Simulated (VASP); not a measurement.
# Sn (R-3m) in VASP: a series of runs

The runs below take Sn through single point, with PBEsol.

All numbers are computed with VASP 6.6.1; they aren't measurements. Logs are shortened: lines on timing, memory, paths and dates and some standing lists are left out, and cuts for length are marked.

## (1) The cell of the first run

The structure is trigonal, space group R-3m (No. 166). Conventional cell: a = 4.626 Å, b = 4.626 Å, c = 11.331 Å, α = 90.00°, β = 90.00°, γ = 120.00°. Sn (site symmetry 3m) has 4 Sn at 2.49 to 2.96 Å within 3.3 Å.

## (2) Single point, PBEsol (shortest bond scaled by 0.88)

INCAR reads:

```
SYSTEM = Sn
ALGO = Normal
EDIFF = 1E-7
ENCUT = 520
GGA = PS
ISIF = 2
ISMEAR = -1
LASPH = .True.
LCHARG = .False.
LREAL = .False.
LWAVE = .False.
NBANDS = 21
NELM = 60
PREC = Accurate
SIGMA = 0.05
```

KPOINTS reads:

```
k-points
0
Gamma
  8 8 8
  0 0 0
```

POSCAR reads:

```
Sn
1.0
    0.0000000000      3.2710663102      3.2710663102
    3.2710663102      0.0000000000      3.2710663102
    3.2710663102      3.2710663102      0.0000000000
Sn
2
Direct
   -0.1700000000     -0.1100000000     -0.1100000000
    0.1700000000      0.1100000000      0.1100000000
```

Potentials or basis: VASP PAW PBE potentials, release 64 (Sn_d).

Launch:

```console
cat potpaw_PBE.64/Sn_d/POTCAR > POTCAR
mpirun -np 1 vasp_std > vasp.out
```

OUTCAR:

```text
SYSTEM = Sn
   EDIFF = 1E-7
   ENCUT = 520
   GGA = PS
   ISIF = 2
   ISMEAR = -1
   LASPH = .True.
   LREAL = .False.
   NELM = 60
   PREC = Accurate

 ion  position               nearest neighbor table
   1  0.830  0.890  0.890-   2 2.49   2 2.96   2 2.96   2 2.96
   2  0.170  0.110  0.110-   1 2.49   1 2.96   1 2.96   1 2.96

  LATTYP: Found a face centered cubic cell.
 ALAT       =     6.5421326204

  Lattice vectors:

 A1 = (   0.0000000000,   3.2710663102,   3.2710663102)
 A2 = (   3.2710663102,   0.0000000000,   3.2710663102)
 A3 = (   3.2710663102,   3.2710663102,   0.0000000000)

Analysis of symmetry for initial positions (statically):
=====================================================================
 Subroutine PRICEL returns:
 Original cell was already a primitive cell.

 Routine SETGRP: Setting up the symmetry group for a
 face centered cubic supercell.

 Subroutine GETGRP returns: Found 12 space group operations
 (whereof  4 operations were pure point group operations)
 out of a pool of 48 trial point group operations.

The static configuration has the point symmetry C_2h.
 The point group associated with its full space group is D_3d.

Analysis of symmetry for dynamics (positions and initial velocities):
=====================================================================
 Subroutine PRICEL returns:
 Original cell was already a primitive cell.

 Routine SETGRP: Setting up the symmetry group for a
 face centered cubic supercell.

 Subroutine GETGRP returns: Found 12 space group operations
 (whereof  4 operations were pure point group operations)
 out of a pool of 48 trial point group operations.

The dynamic configuration has the point symmetry C_2h.
 The point group associated with its full space group is D_3d.

 Subroutine INISYM returns: Found 12 space group operations
 (whereof  4 operations are pure point group operations),
 and found     1 'primitive' translations

----------------------------------------------------------------------------------------

                                     Primitive cell

  volume of cell :      70.0000

  direct lattice vectors                    reciprocal lattice vectors
     0.000000000  3.271066310  3.271066310    -0.152855354  0.152855354  0.152855354
     3.271066310  0.000000000  3.271066310     0.152855354 -0.152855354  0.152855354
     3.271066310  3.271066310  0.000000000     0.152855354  0.152855354 -0.152855354

  length of vectors
     4.625986339  4.625986339  4.625986339     0.264753240  0.264753240  0.264753240

  position of ions in fractional coordinates (direct lattice)
     0.830000000  0.890000000  0.890000000
     0.170000000  0.110000000  0.110000000

  ion indices of the primitive-cell ions
   primitive index   ion index
                 1           1
                 2           2

----------------------------------------------------------------------------------------

 KPOINTS: k-points

Automatic generation of k-mesh.
 Grid dimensions read from file:
 generate k-points for:    8    8    8

 Generating k-lattice:

  Cartesian coordinates                     Fractional coordinates (reciprocal lattice)
    -0.019106919  0.019106919  0.019106919     0.125000000  0.000000000  0.000000000
     0.019106919 -0.019106919  0.019106919     0.000000000  0.125000000  0.000000000
     0.019106919  0.019106919 -0.019106919     0.000000000  0.000000000  0.125000000

  Length of vectors
     0.033094155  0.033094155  0.033094155

  Shift w.r.t. Gamma in fractional coordinates (k-lattice)
     0.000000000  0.000000000  0.000000000

 Subroutine IBZKPT returns following result:
 ===========================================

 Found     65 irreducible k-points:

 Following reciprocal coordinates:
            Coordinates               Weight
  0.000000  0.000000  0.000000      1.000000
  0.125000  0.000000  0.000000      2.000000
  0.000000  0.125000  0.000000      6.000000
  0.250000  0.000000  0.000000      2.000000
  0.000000  0.250000  0.000000      6.000000
  0.375000  0.000000  0.000000      2.000000
[... 16 lines left out ...]
 -0.250000  0.125000  0.000000      6.000000
  0.000000 -0.250000  0.125000     12.000000
 [... further k-points ...]
   k-points           NKPTS =     65   k-points in BZ     NKDIM =     65   number of bands    NBANDS=     21
   number of dos      NEDOS =    301   number of ions     NIONS =      2
   total plane-waves  NPLWV =  46656
   dimension x,y,z NGX =    36 NGY =   36 NGZ =   36
   dimension x,y,z NGXF=    72 NGYF=   72 NGZF=   72
   ions per type =               2
   NGX,Y,Z   is equivalent  to a cutoff of  12.94, 12.94, 12.94 a.u.
   NGXF,Y,Z  is equivalent  to a cutoff of  25.87, 25.87, 25.87 a.u.
 SYSTEM =  Sn
   PREC   = accura    normal or accurate (medium, high low for compatibility)
   ISTART =      0    job   : 0-new  1-cont  2-samecut
   ICHARG =      2    charge: 1-file 2-atom 10-const
   ISPIN  =      1    spin polarized calculation?
   LNONCOLLINEAR =      F non collinear calculations
   LSORBIT =      F    spin-orbit coupling
   LASPH  =      T    aspherical Exc in radial PAW
   ENCUT  =  520.0 eV  38.22 Ry    6.18 a.u.   8.60  8.60  8.60*2*pi/ulx,y,z
   NELM   =     60;   NELMIN=  2; NELMDL= -5     # of ELM steps
   EDIFF  = 0.1E-06   stopping-criterion for ELM
   LREAL  =      F    real-space projection
   EDIFFG = 0.1E-05   stopping-criterion for IOM
   NSW    =      0    number of steps for IOM
   IBRION =     -1    ionic relax: 0-MD 1-quasi-New 2-CG
   NFREE  =      0    steps in history (QN), initial steepest desc. (CG)
   ISIF   =      2    stress and relaxation
   ISYM   =      2    0-nonsym 1-usesym 2-fastsym
   POTIM  = 0.5000    time-step for ionic-motion
   TEBEG  =    0.0;   TEEND  =   0.0 temperature during run
   PSTRESS=    0.0 pullay stress
   NELECT =      28.0000    total number of electrons
   NUPDOWN=      -1.0000    fix difference up-down
   EMIN   =  10.00;   EMAX   =-10.00  energy-range for DOS
   EFERMI =   0.00;   METHOD = LEGACY
   ISMEAR =    -1;   SIGMA  =   0.05  broadening in eV -4-tet -1-fermi 0-gaus
   EFERMI_NEDOS =   21; number of points for ismear=-14 and -15
   IALGO  =     38    algorithm
   IMIX   =      4    mixing-type and parameters
     AMIX     =   0.40;   BMIX     =  1.00
     AMIX_MAG =   1.60;   BMIX_MAG =  1.00
  volume/ion in A,a.u.               =      35.00       236.19
  Fermi-wavevector in a.u.,A,eV,Ry     =   1.206225  2.279434 19.796173  1.454978
  Thomas-Fermi vector in A             =   2.341898
   LORBIT       =      0    0 simple, 1 ext, 2 COOP (PROOUT), +10 PAW based schemes
   GGA     = PS    functional components
   LHFCALC =     F    Hartree Fock is set to
   AEXX    =    0.0000 exact exchange contribution
   IVDW    =     0    specifies the selected vdW correction
   LEPSILON=     F    determine dielectric tensor
   LRPA    =     F    only Hartree local field effects (RPA)
 non-spin polarized calculation
  energy-cutoff  :      520.00
  volume of cell :       70.00
 maximum number of plane-waves:      1902
 NGX is ok and might be reduce to    36
   NGX = 17   NGY = 17   NGZ = 17

 number of electron      27.9999992 magnetization

 Free energy of the ion-electron system (eV)
  ---------------------------------------------------
  ext. energy  EPLUGINS =         0.00000000
  ---------------------------------------------------
  free energy    TOTEN  =        -7.88533760 eV

  energy without entropy =       -7.88340122  energy(sigma->0) =       -7.88436941

 E-fermi :   5.3605     XC(G=0):  -8.9682

 val. band max:        5.2210848872   @ k =   0.0000   0.2500   0.0000
 cond. band min:       5.3794212915   @ k =   0.1250   0.0000   0.0000
 fundamental gap:      0.1583364042
 Fermi energy:         5.3605008567

 k-point     1 :       0.0000    0.0000    0.0000
  band No.  band energies     occupation
      1     -16.7321      2.00000
      2     -16.4170      2.00000
      3     -16.4170      2.00000
      4     -16.3337      2.00000
      5     -16.3337      2.00000
      6     -16.1128      2.00000
[... 13 lines left out ...]
     20      13.1722      0.00000
     21      13.1726      0.00000

 k-point     2 :       0.1250    0.0000    0.0000
  band No.  band energies     occupation
      1     -16.7408      2.00000
      2     -16.4446      2.00000
      3     -16.4446      2.00000
      4     -16.2994      2.00000
      5     -16.2994      2.00000
      6     -16.1398      2.00000
[... 13 lines left out ...]
     20      12.0812      0.00000
     21      12.0813      0.00000

 k-point     3 :       0.0000    0.1250    0.0000
  band No.  band energies     occupation
      1     -16.7359      2.00000
      2     -16.4232      2.00000
      3     -16.4146      2.00000
      4     -16.3339      2.00000
      5     -16.3203      2.00000
      6     -16.1204      2.00000
[... 13 lines left out ...]
     20      12.2940      0.00000
     21      12.4014      0.00000

 k-point     4 :       0.2500    0.0000    0.0000
  band No.  band energies     occupation
      1     -16.7614      2.00000
      2     -16.4806      2.00000
      3     -16.4806      2.00000
      4     -16.2521      2.00000
      5     -16.2521      2.00000
      6     -16.1758      2.00000
[... 13 lines left out ...]
     20      11.7251      0.00000
     21      11.7251      0.00000

 k-point     5 :       0.0000    0.2500    0.0000
  band No.  band energies     occupation
      1     -16.7441      2.00000
      2     -16.4361      2.00000
      3     -16.4070      2.00000
      4     -16.3368      2.00000
      5     -16.2916      2.00000
      6     -16.1378      2.00000
[... 13 lines left out ...]
     20      12.0046      0.00000
     21      12.2943      0.00000
[... 382 lines left out ...]
     20      12.4751      0.00000
     21      13.9343      0.00000

 k-point    22 :       0.1250    0.0000   -0.3750
  band No.  band energies     occupation
      1     -16.7597      2.00000
      2     -16.4594      2.00000
      3     -16.4334      2.00000
      4     -16.2973      2.00000
      5     -16.2575      2.00000
      6     -16.1575      2.00000
[... 13 lines left out ...]
     20      12.8606      0.00000
     21      13.4438      0.00000

 k-point    23 :      -0.2500    0.1250    0.0000
  band No.  band energies     occupation
      1     -16.7685      2.00000
      2     -16.4891      2.00000
      3     -16.4811      2.00000
      4     -16.2542      2.00000
      5     -16.2294      2.00000
      6     -16.1996      2.00000
[... 13 lines left out ...]
     20      12.1021      0.00000
     21      13.2618      0.00000

 k-point    24 :       0.0000   -0.2500    0.1250
  band No.  band energies     occupation
      1     -16.7490      2.00000
      2     -16.4273      2.00000
      3     -16.4024      2.00000
      4     -16.3419      2.00000
      5     -16.2835      2.00000
      6     -16.1461      2.00000
[... 13 lines left out ...]
     20      12.1031      0.00000
     21      13.8175      0.00000

 [... further k-points ...]
[... 5 lines left out ...]
  --------------------------------------------------------------------------------------
  -------------------------------------------------------------------------------------
  Total        1.1556434      1.1556434      1.1556434     -2.5042743      2.5042743     -2.5042743
  in kB       26.4506526     26.4506526     26.4506526    -57.3184503     57.3184503    -57.3184503
  external PRESSURE =      26.4506526 kB  Pullay stress =       0.0000000 kB

 VOLUME and BASIS-vectors are now :
 -----------------------------------------------------------------------------
  energy-cutoff  :      520.00
  volume of cell :       70.00
      direct lattice vectors                 reciprocal lattice vectors
     0.000000000  3.271066310  3.271066310    -0.152855354  0.152855354  0.152855354
     3.271066310  0.000000000  3.271066310     0.152855354 -0.152855354  0.152855354
     3.271066310  3.271066310  0.000000000     0.152855354  0.152855354 -0.152855354

 POSITION                                       TOTAL-FORCE (eV/Angst)
 -----------------------------------------------------------------------------------
      5.82250      5.62623      5.62623        -2.278726      2.278726      2.278726
      0.71963      0.91590      0.91590         2.278726     -2.278726     -2.278726
 -----------------------------------------------------------------------------------
    total drift:                                0.000000      0.000000      0.000000

  FREE ENERGIE OF THE ION-ELECTRON SYSTEM (eV)
  ---------------------------------------------------
  free  energy   TOTEN  =        -7.8853375963 eV

  energy  without entropy=       -7.8834012166  energy(sigma->0) =       -7.88436941
```

It took 75 s on 1 thread of Intel Xeon 8259CL, shared host; peak memory 0.24 GiB.

Results:

- Free energy: -7.8853 eV
- Pressure: 2.6 GPa
- Largest force: 3.947 eV/Å
- Band gap on the k mesh: zero (bands 14 and 15 overlap by 1.14 eV)

Forces in eV/Å, atoms in the order of the input:
```
Sn  -2.279  2.279  2.279
Sn   2.279 -2.279 -2.279
```

Caveat: the cell differs from its parent crystal (shortest bond scaled by 0.88); the PAW data sets were made with another functional, which shifts forces and pressure a little; spin-orbit coupling is left out, which moves the levels of the heavy elements.

[end of part 1 of 2]
